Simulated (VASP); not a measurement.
# Mg (I4/mmm) in VASP: further runs, part 2 of 2

VASP 6.6.1. The steps go on from the part before.

## (3) Single point, PBE

This run uses another cell than the first one, of 27.18 Å³/atom, 1.009 times its volume.

Contents of INCAR:

```
PREC     = Accurate       # precision mode
ENCUT    = 520            # plane-wave cutoff, eV
EDIFF    = 1E-6           # SCF threshold, eV
ISMEAR   = 0              # smearing method
SIGMA    = 0.15           # smearing width, eV
LREAL    = False          # projectors in reciprocal space
LASPH    = True           # aspherical terms in the spheres
NELM     = 80             # most SCF steps
ALGO     = Normal         # electronic algorithm
ISIF     = 2              # what is computed and relaxed
LWAVE    = False          # write WAVECAR
LCHARG   = False          # write CHGCAR
GGA      = PE             # functional
NBANDS   = 7              # bands
```

Contents of KPOINTS:

```
Automatic mesh
0
Gamma
  18 18 18
```

Contents of POSCAR:

```
Mg
1.0
   -1.9212000000      1.9212000000      1.8412500000
    1.9212000000     -1.9212000000      1.8412500000
    1.9212000000      1.9212000000     -1.8412500000
Mg
1
Direct
    0.0000000000      0.0000000000      0.0000000000
```

Potentials or basis: VASP PAW PBE potentials, release 64 (Mg).

The run is started by

```bash
$ cat potpaw_PBE.64/Mg/POTCAR > POTCAR
$ mpirun -np 1 vasp_std > vasp.out
```

OUTCAR:

```text
PREC = Accurate
   ENCUT = 520
   EDIFF = 1E-6
   ISMEAR = 0
   LREAL = False
   LASPH = True
   NELM = 80
   ISIF = 2
   GGA = PE

 ion  position               nearest neighbor table
   1  0.000  0.000  0.000-

  LATTYP: Found a body centered tetragonal cell.
 ALAT       =     3.8424000000
 C/A-ratio  =     0.9583853841

  Lattice vectors:

 A1 = (  -1.9212000000,   1.9212000000,   1.8412500000)
 A2 = (   1.9212000000,  -1.9212000000,   1.8412500000)
 A3 = (   1.9212000000,   1.9212000000,  -1.8412500000)

Analysis of symmetry for initial positions (statically):
=====================================================================
 Subroutine PRICEL returns:
 Original cell was already a primitive cell.

 Routine SETGRP: Setting up the symmetry group for a
 body centered tetragonal supercell.

 Subroutine GETGRP returns: Found 16 space group operations
 (whereof 16 operations were pure point group operations)
 out of a pool of 16 trial point group operations.

The static configuration has the point symmetry D_4h.

Analysis of symmetry for dynamics (positions and initial velocities):
=====================================================================
 Subroutine PRICEL returns:
 Original cell was already a primitive cell.

 Routine SETGRP: Setting up the symmetry group for a
 body centered tetragonal supercell.

 Subroutine GETGRP returns: Found 16 space group operations
 (whereof 16 operations were pure point group operations)
 out of a pool of 16 trial point group operations.

The dynamic configuration has the point symmetry D_4h.

 Subroutine INISYM returns: Found 16 space group operations
 (whereof 16 operations are pure point group operations),
 and found     1 'primitive' translations

----------------------------------------------------------------------------------------

[... 108 lines left out ...]
   IMIX   =      4    mixing-type and parameters
     AMIX     =   0.40;   BMIX     =  1.00
     AMIX_MAG =   1.60;   BMIX_MAG =  1.00
  volume/ion in A,a.u.               =      27.18       183.45
  Fermi-wavevector in a.u.,A,eV,Ry     =   0.685981  1.296316  6.402496  0.470570
  Thomas-Fermi vector in A             =   1.766078
   LORBIT       =      0    0 simple, 1 ext, 2 COOP (PROOUT), +10 PAW based schemes
   GGA     = PE    functional components
   LHFCALC =     F    Hartree Fock is set to
   AEXX    =    0.0000 exact exchange contribution
   IVDW    =     0    specifies the selected vdW correction
   LEPSILON=     F    determine dielectric tensor
   LRPA    =     F    only Hartree local field effects (RPA)
 non-spin polarized calculation
 Gauss-broadening in eV      SIGMA  =   0.15
  energy-cutoff  :      520.00
  volume of cell :       27.18
 maximum number of plane-waves:       744
   NGX = 13   NGY = 13   NGZ = 13

 number of electron       2.0000000 magnetization

 Free energy of the ion-electron system (eV)
  ---------------------------------------------------
  ext. energy  EPLUGINS =         0.00000000
  ---------------------------------------------------
  free energy    TOTEN  =        -1.41217475 eV

  energy without entropy =       -1.40667636  energy(sigma->0) =       -1.40942555

 E-fermi :   1.8274     XC(G=0):  -7.9870

 val. band max:        1.8242485958   @ k =  -0.3889  -0.4444   0.0556
 cond. band min:       1.8405715403   @ k =  -0.3889   0.5000   0.2778
 fundamental gap:      0.0163229446
 Fermi energy:         1.8273689375

 k-point     1 :       0.0000    0.0000    0.0000
  band No.  band energies     occupation
      1      -4.4221      2.00000
      2      13.2592      0.00000
      3      14.0228      0.00000
      4      14.0228      0.00000
      5      14.6139      0.00000
      6      14.6139      0.00000
      7      15.0719      0.00000
[... 221 lines left out ...]
 k-point    24 :      -0.2222    0.0556   -0.0000
  band No.  band energies     occupation
      1      -3.5800      2.00000
      2       8.8139      0.00000
      3      10.2026      0.00000
      4      11.7018      0.00000
      5      12.7420      0.00000
      6      14.2981      0.00000
      7      15.8899      0.00000

 [... further k-points ...]

------------------------ aborting loop because EDIFF is reached ----------------------------------------

  FORCE on cell =-STRESS in cart. coord.  units (eV):
  Direction    XX          YY          ZZ          XY          YZ          ZX
  --------------------------------------------------------------------------------------
  -------------------------------------------------------------------------------------
  Total       -0.7253189     -0.7253189     -0.7365846      0.0000000     -0.0000000      0.0000000
  in kB      -42.7485804    -42.7485804    -43.4125496      0.0000000     -0.0000000      0.0000000
  external PRESSURE =     -42.9699035 kB  Pullay stress =       0.0000000 kB

 VOLUME and BASIS-vectors are now :
 -----------------------------------------------------------------------------
  energy-cutoff  :      520.00
  volume of cell :       27.18
      direct lattice vectors                 reciprocal lattice vectors
    -1.921200000  1.921200000  1.841250000     0.000000000  0.260254008  0.271554650
     1.921200000 -1.921200000  1.841250000     0.260254008  0.000000000  0.271554650
     1.921200000  1.921200000 -1.841250000     0.260254008  0.260254008  0.000000000

 POSITION                                       TOTAL-FORCE (eV/Angst)
 -----------------------------------------------------------------------------------
      0.00000      0.00000      0.00000        -0.000000     -0.000000     -0.000000
 -----------------------------------------------------------------------------------
    total drift:                                0.000000     -0.000000     -0.000000

  FREE ENERGIE OF THE ION-ELECTRON SYSTEM (eV)
  ---------------------------------------------------
  free  energy   TOTEN  =        -1.4121747498 eV

  energy  without entropy=       -1.4066763561  energy(sigma->0) =       -1.40942555
```

stdout:

```text
POSCAR found type information on POSCAR Mg
 POSCAR found :  1 types and       1 ions
 scaLAPACK will be used
 LDA part: xc-table for (Slater+PW92), standard interpolation
 POSCAR, INCAR and KPOINTS ok, starting setup
 FFT: planning ... GRIDC
 FFT: planning ... GRID_SOFT
 FFT: planning ... GRID
 WAVECAR not read
 entering main loop
```

Run time: 15 s. Hardware: 1 thread of Intel Xeon 6975P-C (Granite Rapids), shared host; peak memory 0.21 GiB.

Results:

```
Free energy            : -1.4122 eV
Pressure               : -4.3 GPa
Band gap on the k mesh : zero (band 1 reaches 4.94 eV, above the bottom of band 2 at 0.69 eV)
```

Levels at points of the mesh, in eV from the Fermi level:
```
           k point  band 1  band 2  band 3  band 4  band 5  band 6
(0.00, 0.00, 0.00)   -6.25   11.43   12.20   12.20   12.79   12.79
(0.50, 0.00, 0.00)   -1.18   -0.86    7.83    7.91    8.89   10.02
(0.50, 0.50, 0.00)   -1.34   -1.14    8.49    8.52    9.63   10.40
(0.50, 0.50, 0.50)    3.11    3.11    3.77    3.99    4.02    5.96
```

## (4) Single point, PBE

This run uses another cell than the first one, of 28.19 Å³/atom, 1.046 times its volume.

Contents of INCAR:

```
SYSTEM = Mg
ALGO = Normal
EDIFF = 1E-6
ENCUT = 520
GGA = PE
ISIF = 2
ISMEAR = 0
LASPH = .TRUE.
LCHARG = .TRUE.
LELF = .TRUE.
LREAL = .FALSE.
LVHAR = .TRUE.
LWAVE = .FALSE.
NBANDS = 7
NELM = 100
PREC = Accurate
SIGMA = 0.15
```

Contents of KPOINTS:

```
k-points
0
G
  18 18 18
  0 0 0
```

Contents of POSCAR:

```
Mg
1.0
   -1.9212000000      1.9212000000      1.9094500000
    1.9212000000     -1.9212000000      1.9094500000
    1.9212000000      1.9212000000     -1.9094500000
Mg
1
Direct
    0.0000000000      0.0000000000      0.0000000000
```

The run is started by

```bash
$ cat potpaw_PBE.64/Mg/POTCAR > POTCAR
$ mpirun -np 1 vasp_std > vasp.out
```

It took 31 s on 1 thread of Intel Xeon 6975P-C (Granite Rapids), shared host; peak memory 0.23 GiB.

It converged, with:

* Free energy: -1.3830 eV
* Pressure: -4.8 GPa
* Band gap on the k mesh: zero (band 1 reaches 4.93 eV, above the bottom of band 2 at 0.67 eV)

Levels at points of the mesh, in eV from the Fermi level:
```csv
k point,band 1,band 2,band 3,band 4,band 5,band 6
"(0.00, 0.00, 0.00)",-6.12,11.62,11.72,11.72,12.55,12.55
"(0.50, 0.00, 0.00)",-1.19,-0.96,7.82,7.87,8.86,9.85
"(0.50, 0.50, 0.00)",-1.21,-1.00,7.91,7.96,8.97,9.90
"(0.50, 0.50, 0.50)",3.25,3.25,3.37,3.89,3.94,5.50
```

## (5) Single point, PBE

This run uses another cell than the first one, of 29.46 Å³/atom, 1.093 times its volume.

Contents of INCAR:

```
PREC = Accurate
ENCUT = 520
EDIFF = 1E-6
ISMEAR = 0
SIGMA = 0.15
LREAL = False
LASPH = True
NELM = 100
ALGO = Normal
ISIF = 2
LWAVE = False
LCHARG = False
GGA = PE
NBANDS = 7
```

Contents of KPOINTS:

```
regular mesh
0
Gamma
  18 18 18
```

Contents of POSCAR:

```
Mg
1.0
   -1.9640500000      1.9640500000      1.9094500000
    1.9640500000     -1.9640500000      1.9094500000
    1.9640500000      1.9640500000     -1.9094500000
Mg
1
Direct
    0.0000000000      0.0000000000      0.0000000000
```

Potentials or basis: VASP PAW PBE potentials, release 64 (Mg).

The run is started by

```bash
$ cat potpaw_PBE.64/Mg/POTCAR > POTCAR
$ mpirun -np 1 vasp_std > vasp.out
```

OUTCAR:

```text
PREC = Accurate
   ENCUT = 520
   EDIFF = 1E-6
   ISMEAR = 0
   LREAL = False
   LASPH = True
   NELM = 100
   ISIF = 2
   GGA = PE

 ion  position               nearest neighbor table
   1  0.000  0.000  0.000-

  LATTYP: Found a body centered tetragonal cell.
 ALAT       =     3.9281000000
 C/A-ratio  =     0.9722003004

  Lattice vectors:

 A1 = (  -1.9640500000,   1.9640500000,   1.9094500000)
 A2 = (   1.9640500000,  -1.9640500000,   1.9094500000)
 A3 = (   1.9640500000,   1.9640500000,  -1.9094500000)

Analysis of symmetry for initial positions (statically):
=====================================================================
 Subroutine PRICEL returns:
 Original cell was already a primitive cell.

 Routine SETGRP: Setting up the symmetry group for a
 body centered tetragonal supercell.

 Subroutine GETGRP returns: Found 16 space group operations
 (whereof 16 operations were pure point group operations)
 out of a pool of 16 trial point group operations.

The static configuration has the point symmetry D_4h.

Analysis of symmetry for dynamics (positions and initial velocities):
[... 158 lines left out ...]
 E-fermi :   1.4798     XC(G=0):  -7.7553

 val. band max:        1.4735334758   @ k =  -0.3333  -0.3333   0.0556
 cond. band min:       1.4907594186   @ k =  -0.4444   0.4444   0.0556
 fundamental gap:      0.0172259428
 Fermi energy:         1.4797851727

 k-point     1 :       0.0000    0.0000    0.0000
  band No.  band energies     occupation
      1      -4.4662      2.00000
      2      12.6007      0.00000
      3      13.0766      0.00000
      4      13.0766      0.00000
      5      13.4631      0.00000
      6      13.4631      0.00000
      7      13.7080      0.00000
[... 221 lines left out ...]
 k-point    24 :      -0.2222    0.0556    0.0000
  band No.  band energies     occupation
      1      -3.6688      2.00000
      2       8.0471      0.00000
      3       9.5512      0.00000
      4      10.8115      0.00000
      5      11.9734      0.00000
      6      13.2213      0.00000
      7      14.6905      0.00000

 [... further k-points ...]

------------------------ aborting loop because EDIFF is reached ----------------------------------------

  FORCE on cell =-STRESS in cart. coord.  units (eV):
  Direction    XX          YY          ZZ          XY          YZ          ZX
  --------------------------------------------------------------------------------------
  -------------------------------------------------------------------------------------
  Total       -0.9616604     -0.9616604     -0.9955072      0.0000000      0.0000000      0.0000000
  in kB      -52.2948541    -52.2948541    -54.1354325      0.0000000      0.0000000      0.0000000
  external PRESSURE =     -52.9083803 kB  Pullay stress =       0.0000000 kB

 VOLUME and BASIS-vectors are now :
 -----------------------------------------------------------------------------
  energy-cutoff  :      520.00
  volume of cell :       29.46
      direct lattice vectors                 reciprocal lattice vectors
    -1.964050000  1.964050000  1.909450000     0.000000000  0.254576004  0.261855508
     1.964050000 -1.964050000  1.909450000     0.254576004  0.000000000  0.261855508
     1.964050000  1.964050000 -1.909450000     0.254576004  0.254576004  0.000000000

 POSITION                                       TOTAL-FORCE (eV/Angst)
 -----------------------------------------------------------------------------------
      0.00000      0.00000      0.00000        -0.000000     -0.000000     -0.000000
 -----------------------------------------------------------------------------------
    total drift:                               -0.000000     -0.000000     -0.000000

  FREE ENERGIE OF THE ION-ELECTRON SYSTEM (eV)
  ---------------------------------------------------
  free  energy   TOTEN  =        -1.3430585406 eV

  energy  without entropy=       -1.3372794040  energy(sigma->0) =       -1.34016897
```

OSZICAR:

```text
N       E                     dE             d eps       ncg     rms          rms(c)
DAV:   1    -0.793103923285E+00   -0.79310E+00   -0.68455E+02  6916   0.184E+02
DAV:   2    -0.134837638635E+01   -0.55527E+00   -0.53710E+00  8743   0.970E+00
DAV:   3    -0.135097631345E+01   -0.25999E-02   -0.25988E-02  8652   0.747E-01
DAV:   4    -0.135098149328E+01   -0.51798E-05   -0.51799E-05  9646   0.264E-02
DAV:   5    -0.135098150970E+01   -0.16422E-07   -0.16365E-07  8778   0.979E-04    0.695E-01
DAV:   6    -0.134770830171E+01    0.32732E-02   -0.75566E-04  7532   0.179E-01    0.449E-01
DAV:   7    -0.134305520204E+01    0.46531E-02   -0.34134E-03  6986   0.328E-01    0.300E-02
DAV:   8    -0.134306101858E+01   -0.58165E-05   -0.21320E-05  9800   0.261E-02    0.774E-03
DAV:   9    -0.134305876102E+01    0.22576E-05   -0.16066E-06  7889   0.545E-03    0.443E-04
DAV:  10    -0.134305854061E+01    0.22042E-06   -0.96194E-09  4711   0.568E-04
   1 F= -.13430585E+01 E0= -.13401690E+01  d E =-.577914E-02
```

It took 34 s on 1 thread of Intel Xeon 6975P-C (Granite Rapids), shared host; peak memory 0.23 GiB.

What came out:

* Free energy: -1.3431 eV
* Pressure: -5.3 GPa
* Band gap on the k mesh: zero (band 1 reaches 4.50 eV, above the bottom of band 2 at 0.38 eV)

## (6) The runs side by side

| cell | gap on the mesh (eV) | pressure (GPa) |
| --- | --- | --- |
| a = 3.272 Å, angles 109.9, 109.9, 108.6°, 1 atom | none | -4.2 |
| a = 3.282 Å, angles 108.3, 108.3, 111.8°, 1 atom | none | -4.3 |
| a = 3.321 Å, angles 109.3, 109.3, 109.8°, 1 atom | none | -4.8 |
| a = 3.371 Å, angles 108.7, 108.7, 111.0°, 1 atom | none | -5.3 |

Alike in all rows: task single point; level PBE; potentials or basis VASP PAW PBE potentials, release 64 (Mg); no spin polarisation; k mesh 18 × 18 × 18; cutoff (eV) 520; smearing gaussian 0.15 eV.

Absolute energies hang on the potentials; compare differences alone.
